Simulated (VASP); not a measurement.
Input of a VASP 6.6.1 run:

The input INCAR:

```
SYSTEM = FeO
  ALGO = Normal
  EDIFF = 1E-7
  ENCUT = 520
  GGA = PE
  ISIF = 2
  ISMEAR = -1
  ISPIN = 2
  LASPH = .TRUE.
  LCHARG = .FALSE.
  LMAXMIX = 4
  LORBIT = 11
  LREAL = .FALSE.
  LWAVE = .FALSE.
  MAGMOM = 3 0
  NBANDS = 18
  NELM = 150
  PREC = Accurate
  SIGMA = 0.05
```

File KPOINTS:

```
k-points
0
G
  11 11 11
  0 0 0
```

File POSCAR:

```
FeO
1.0
    0.0000000000      2.1696747492      2.1696747492
    2.1696747492      0.0000000000      2.1696747492
    2.1696747492      2.1696747492      0.0000000000
Fe O
1 1
Direct
    0.0000000000      0.0000000000      0.0000000000
    0.5000000000      0.5000000000      0.5000000000
```

Potentials or basis: VASP PAW PBE potentials, release 64 (Fe, O).

Launch:

```bash
$ cat potpaw_PBE.64/Fe/POTCAR potpaw_PBE.64/O/POTCAR > POTCAR
$ mpirun -np 1 vasp_std > vasp.out
```

Problem. Estimate the pressure.

Solution. -3.6 GPa.

Problem. Estimate the site moments.

Solution. Fe +3.62; O +0.30 μB.

Problem. Estimate the band gap on the k mesh.

Solution. Zero (filled and empty bands overlap).

Caveat: a cell with one magnetic atom can't hold antiferromagnetic order, which such compounds often take; semilocal functionals often make such compounds metallic where correlation or magnetic order opens a gap, which also shifts bond lengths. With open d or f shells a metallic result of PBE can be an artefact of self-interaction; +U or a hybrid may open a gap.
